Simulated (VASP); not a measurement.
# SiO2 (P4_12_12) in VASP: settings compared

Aim: see how the results for SiO2 move with the level of theory and the settings. Levels: PBE, r2SCAN. Tasks: electric field gradients.

Program: VASP 6.6.1. These are calculated values, not measurements. Logs are shortened: lines on timing, memory, paths and dates and some standing lists are left out, and cuts for length are marked.

## Step 1: The cell of the first run

Symmetry: P4_12_12, No. 92, tetragonal system. The conventional cell has a = 4.978 Å, b = 4.978 Å, c = 6.948 Å, α = 90.00°, β = 90.00°, γ = 90.00°. Within 2.1 Å of Si (site symmetry 2) lie 4 O at 1.60 to 1.61 Å. Within 2.1 Å of O (site symmetry 1) lie 2 Si at 1.60 to 1.61 Å.

## Step 2: Electric field gradients, PBE

INCAR reads:

```
SYSTEM = SiO2
  ALGO = Normal
  EDIFF = 1E-8
  ENCUT = 520
  GGA = PE
  ISIF = 2
  ISMEAR = -1
  LASPH = .TRUE.
  LCHARG = .FALSE.
  LEFG = .TRUE.
  LREAL = .FALSE.
  LWAVE = .FALSE.
  NBANDS = 44
  NELM = 60
  PREC = Accurate
  SIGMA = 0.02
```

KPOINTS reads:

```
k-points
0
G
  5 5 4
  0 0 0
```

POSCAR reads:

```
SiO2
1.0
    4.9780000000      0.0000000000      0.0000000000
    0.0000000000      4.9780000000      0.0000000000
    0.0000000000      0.0000000000      6.9480000000
Si O
4 8
Direct
    0.3000400000      0.3000400000      0.0000000000
    0.1999600000      0.8000400000      0.2500000000
    0.6999600000      0.6999600000      0.5000000000
    0.8000400000      0.1999600000      0.7500000000
    0.2397600000      0.1032400000      0.1784400000
    0.3967600000      0.7397600000      0.4284400000
    0.7602400000      0.8967600000      0.6784400000
    0.6032400000      0.2602400000      0.9284400000
    0.7397600000      0.3967600000      0.5715600000
    0.8967600000      0.7602400000      0.3215600000
    0.2602400000      0.6032400000      0.0715600000
    0.1032400000      0.2397600000      0.8215600000
```

Potentials or basis: VASP PAW PBE potentials, release 64 (Si, O).

Run with:

```bash
> cat potpaw_PBE.64/Si/POTCAR potpaw_PBE.64/O/POTCAR > POTCAR
> mpirun -np 1 vasp_std > vasp.out
```

OUTCAR:

```text
SYSTEM = SiO2
   EDIFF = 1E-8
   ENCUT = 520
   GGA = PE
   ISIF = 2
   ISMEAR = -1
   LASPH = .TRUE.
   LREAL = .FALSE.
   NELM = 60
   PREC = Accurate

 ion  position               nearest neighbor table
   1  0.300  0.300  0.000-   8 1.60  11 1.60   5 1.61  12 1.61   2 3.08   4 3.08   2 3.08   4 3.08

   2  0.200  0.800  0.250-   5 1.60  10 1.60   6 1.61  11 1.61   1 3.08   3 3.08   1 3.08   3 3.08

   3  0.700  0.700  0.500-   6 1.60   9 1.60   7 1.61  10 1.61   2 3.08   4 3.08   4 3.08   2 3.08

   4  0.800  0.200  0.750-   7 1.60  12 1.60   9 1.61   8 1.61   1 3.08   3 3.08   3 3.08   1 3.08

   5  0.240  0.103  0.178-   2 1.60   1 1.61
   6  0.397  0.740  0.428-   3 1.60   2 1.61
   7  0.760  0.897  0.678-   4 1.60   3 1.61
   8  0.603  0.260  0.928-   1 1.60   4 1.61
   9  0.740  0.397  0.572-   3 1.60   4 1.61
  10  0.897  0.760  0.322-   2 1.60   3 1.61
  11  0.260  0.603  0.072-   1 1.60   2 1.61
  12  0.103  0.240  0.822-   4 1.60   1 1.61

  LATTYP: Found a simple tetragonal cell.
 ALAT       =     4.9780000000
 C/A-ratio  =     1.3957412616

  Lattice vectors:

 A1 = (   4.9780000000,   0.0000000000,   0.0000000000)
 A2 = (   0.0000000000,   4.9780000000,   0.0000000000)
 A3 = (   0.0000000000,   0.0000000000,   6.9480000000)

Analysis of symmetry for initial positions (statically):
=====================================================================
 Subroutine PRICEL returns:
 Original cell was already a primitive cell.

 Routine SETGRP: Setting up the symmetry group for a
 simple tetragonal supercell.

 Subroutine GETGRP returns: Found  8 space group operations
 (whereof  2 operations were pure point group operations)
 out of a pool of 16 trial point group operations.

The static configuration has the point symmetry C_2 .
 The point group associated with its full space group is D_4 .

Analysis of symmetry for dynamics (positions and initial velocities):
=====================================================================
 Subroutine PRICEL returns:
 Original cell was already a primitive cell.

 Routine SETGRP: Setting up the symmetry group for a
 simple tetragonal supercell.

 Subroutine GETGRP returns: Found  8 space group operations
[... 1030 lines left out ...]
  energy-cutoff  :      520.00
  volume of cell :      172.17
      direct lattice vectors                 reciprocal lattice vectors
     4.978000000  0.000000000  0.000000000     0.200883889  0.000000000  0.000000000
     0.000000000  4.978000000  0.000000000     0.000000000  0.200883889  0.000000000
     0.000000000  0.000000000  6.948000000     0.000000000  0.000000000  0.143926310

 POSITION                                       TOTAL-FORCE (eV/Angst)
 -----------------------------------------------------------------------------------
      1.49360      1.49360      0.00000        -0.137022     -0.137022     -0.000000
      0.99540      3.98260      1.73700         0.137022     -0.137022     -0.000000
      3.48440      3.48440      3.47400         0.137022      0.137022     -0.000000
      3.98260      0.99540      5.21100        -0.137022      0.137022     -0.000000
      1.19353      0.51393      1.23980        -0.033915      0.362804      0.241119
      1.97507      3.68253      2.97680        -0.362804     -0.033915      0.241119
      3.78447      4.46407      4.71380         0.033915     -0.362804      0.241119
      3.00293      1.29547      6.45080         0.362804      0.033915      0.241119
      3.68253      1.97507      3.97120        -0.033915     -0.362804     -0.241119
      4.46407      3.78447      2.23420        -0.362804      0.033915     -0.241119
      1.29547      3.00293      0.49720         0.033915      0.362804     -0.241119
      0.51393      1.19353      5.70820         0.362804     -0.033915     -0.241119
 -----------------------------------------------------------------------------------
    total drift:                                0.000000     -0.000000      0.000000

  FREE ENERGIE OF THE ION-ELECTRON SYSTEM (eV)
  ---------------------------------------------------
  free  energy   TOTEN  =       -94.7774946684 eV

  energy  without entropy=      -94.7774946684  energy(sigma->0) =      -94.77749467

 Electric field gradients (V/A^2)
---------------------------------------------------------------------
 ion       V_xx      V_yy      V_zz      V_xy      V_xz      V_yz
---------------------------------------------------------------------
   1      -0.694    -0.694     1.388     1.225     3.559    -3.559
   2      -0.694    -0.694     1.388    -1.225     3.559     3.559
   3      -0.694    -0.694     1.388     1.225    -3.559     3.559
   4      -0.694    -0.694     1.388    -1.225    -3.559    -3.559
   5     -46.198    42.927     3.271    17.864   -13.007   -56.916
   6      42.927   -46.198     3.271   -17.864    56.916   -13.007
   7     -46.198    42.927     3.271    17.864    13.007    56.916
   8      42.927   -46.198     3.271   -17.864   -56.916    13.007
   9     -46.198    42.927     3.271   -17.864    13.007   -56.916
  10      42.927   -46.198     3.271    17.864   -56.916   -13.007
  11     -46.198    42.927     3.271   -17.864   -13.007    56.916
  12      42.927   -46.198     3.271    17.864    56.916    13.007
---------------------------------------------------------------------

 Electric field gradients after diagonalization (V/A^2)
 (convention: |V_zz| > |V_xx| > |V_yy|)
----------------------------------------------------------------------
 ion       V_xx      V_yy      V_zz     asymmetry (V_yy - V_xx)/ V_zz
----------------------------------------------------------------------
   1       5.032     0.531    -5.563       0.809
   2       5.032     0.531    -5.563       0.809
   3       5.032     0.531    -5.563       0.809
   4       5.032     0.531    -5.563       0.809
   5     -49.868   -37.167    87.035       0.146
   6     -49.868   -37.167    87.035       0.146
   7     -49.868   -37.167    87.035       0.146
   8     -49.868   -37.167    87.035       0.146
   9     -49.868   -37.167    87.035       0.146
  10     -49.868   -37.167    87.035       0.146
  11     -49.868   -37.167    87.035       0.146
  12     -49.868   -37.167    87.035       0.146
----------------------------------------------------------------------

           NMR quadrupolar parameters

 Cq : quadrupolar parameter    Cq=e*Q*V_zz/h
 eta: asymmetry parameters     (V_yy - V_xx)/ V_zz
 Q  : nuclear electric quadrupole moment in mb (millibarn)
----------------------------------------------------------------------
 ion       Cq(MHz)       eta       Q (mb)
----------------------------------------------------------------------
   1      -0.013       0.809       1.000
   2      -0.013       0.809       1.000
   3      -0.013       0.809       1.000
   4      -0.013       0.809       1.000
   5       0.210       0.146       1.000
   6       0.210       0.146       1.000
   7       0.210       0.146       1.000
   8       0.210       0.146       1.000
   9       0.210       0.146       1.000
  10       0.210       0.146       1.000
  11       0.210       0.146       1.000
  12       0.210       0.146       1.000
----------------------------------------------------------------------
```

OSZICAR:

```text
N       E                     dE             d eps       ncg     rms          rms(c)
DAV:   1     0.407896018177E+03    0.40790E+03   -0.32882E+04  1584   0.132E+03
DAV:   2    -0.763214781929E+02   -0.48422E+03   -0.46854E+03  2036   0.313E+02
DAV:   3    -0.107581762137E+03   -0.31260E+02   -0.31114E+02  1944   0.845E+01
DAV:   4    -0.107991073963E+03   -0.40931E+00   -0.40864E+00  1984   0.107E+01
DAV:   5    -0.107998332678E+03   -0.72587E-02   -0.72550E-02  1936   0.139E+00    0.301E+01
DAV:   6    -0.947878593720E+02    0.13210E+02   -0.49978E+01  1844   0.327E+01    0.143E+01
DAV:   7    -0.947773866824E+02    0.10473E-01   -0.14661E+00  1880   0.506E+00    0.516E+00
DAV:   8    -0.947635517939E+02    0.13835E-01   -0.80227E-02  1928   0.172E+00    0.199E+00
DAV:   9    -0.947748797038E+02   -0.11328E-01   -0.43109E-02  1808   0.120E+00    0.363E-01
DAV:  10    -0.947774854476E+02   -0.26057E-02   -0.41205E-03  1736   0.310E-01    0.109E-01
DAV:  11    -0.947774757374E+02    0.97101E-05   -0.95716E-04  1960   0.162E-01    0.155E-02
DAV:  12    -0.947774894025E+02   -0.13665E-04   -0.27428E-05  1828   0.269E-02    0.151E-02
DAV:  13    -0.947774939649E+02   -0.45624E-05   -0.64149E-06  1776   0.132E-02    0.505E-03
DAV:  14    -0.947774946709E+02   -0.70600E-06   -0.83944E-07  1916   0.486E-03    0.127E-03
DAV:  15    -0.947774946859E+02   -0.14998E-07   -0.39367E-08  1520   0.113E-03    0.540E-04
DAV:  16    -0.947774946711E+02    0.14805E-07   -0.35988E-09  1404   0.317E-04    0.203E-04
DAV:  17    -0.947774946684E+02    0.26594E-08   -0.16329E-09  1060   0.205E-04
   1 F= -.94777495E+02 E0= -.94777495E+02  d E =-.362494E-12
```

stdout:

```text
POSCAR found type information on POSCAR SiO
 POSCAR found :  2 types and      12 ions
 scaLAPACK will be used
 LDA part: xc-table for (Slater+PW92), standard interpolation
 POSCAR, INCAR and KPOINTS ok, starting setup
 FFT: planning ... GRIDC
 FFT: planning ... GRID_SOFT
 FFT: planning ... GRID
 WAVECAR not read
 entering main loop
ion   1

ion   2

ion   3

ion   4

ion   5
     0.0000293    -3.8713207    12.2357262    -0.7358197     2.7068567     9.3679528
     0.0000403    -3.8713207    12.2357261    -0.7358197     2.7068567     9.3679527
     0.0000555    -3.8713207    12.2357259    -0.7358197     2.7068567     9.3679525
     0.0000765    -3.8713205    12.2357255    -0.7358196     2.7068566     9.3679523
[... 72 lines left out ...]
ion  12
     0.0000293    -3.8713207    -2.7068567    -0.7358197   -12.2357262    -9.3679528
     0.0000403    -3.8713207    -2.7068567    -0.7358197   -12.2357261    -9.3679527
     0.0000555    -3.8713207    -2.7068567    -0.7358197   -12.2357259    -9.3679525
     0.0000765    -3.8713205    -2.7068566    -0.7358196   -12.2357255    -9.3679523

     0.0000293   -14.3252587   -10.2502664    -2.3781025   -45.4702000   -35.1710752
     0.0000403   -14.3252560   -10.2502644    -2.3781021   -45.4701916   -35.1710687
     0.0000555   -14.3252515   -10.2502612    -2.3781014   -45.4701772   -35.1710575
     0.0000765   -14.3252439   -10.2502557    -2.3781002   -45.4701530   -35.1710387
```

It took 2.6 min on 1 thread of Intel Xeon Platinum 8259CL at 2.50GHz (Skylake/Cascade Lake), shared host; peak memory 0.3 GiB.

Results:

```
Free energy                             : -94.7775 eV
Pressure                                : 7.0 GPa
Largest force                           : 0.437 eV/Å
Band gap on the k mesh                  : 5.78 eV
Largest electric field gradient by atom : Si -5.6; O +87.0 V/Å²
```

Forces in eV/Å, atoms in the order of the input:
```
Si  -0.137 -0.137  0.000
Si   0.137 -0.137  0.000
Si   0.137  0.137  0.000
Si  -0.137  0.137  0.000
O   -0.034  0.363  0.241
O   -0.363 -0.034  0.241
O    0.034 -0.363  0.241
O    0.363  0.034  0.241
O   -0.034 -0.363 -0.241
O   -0.363  0.034 -0.241
O    0.034  0.363 -0.241
O    0.363 -0.034 -0.241
```

Stress tensor (GPa, compression positive):
```
7.27 0.00 0.00
0.00 7.27 0.00
0.00 0.00 6.54
```

Levels at points of the mesh, in eV from the valence-band top:
| k point | band 30 | band 31 | band 32 | band 33 | band 34 | band 35 |
| --- | --- | --- | --- | --- | --- | --- |
| (0.00, 0.00, 0.00) | -0.27 | -0.27 | 0.00 | 5.78 | 8.86 | 8.86 |
| (0.00, 0.00, 0.50) | -0.53 | -0.39 | -0.39 | 7.02 | 7.02 | 9.52 |

Electric field gradients, principal values (V/Å²):
```csv
atom,least,middle,greatest (by size)
1 Si,0.531,5.032,-5.563
2 Si,0.531,5.032,-5.563
3 Si,0.531,5.032,-5.563
4 Si,0.531,5.032,-5.563
5 O,-37.167,-49.868,87.035
6 O,-37.167,-49.868,87.035
7 O,-37.167,-49.868,87.035
8 O,-37.167,-49.868,87.035
9 O,-37.167,-49.868,87.035
10 O,-37.167,-49.868,87.035
11 O,-37.167,-49.868,87.035
12 O,-37.167,-49.868,87.035
```

Caveat: the cell stands under pressure; without QUAD_EFG the Cq values of the log hold for a quadrupole moment of 1 mb, not for the nuclei. A hybrid or GW would open this gap; PBE tends to underestimate it.

(Part 1 of 2 ends here.)
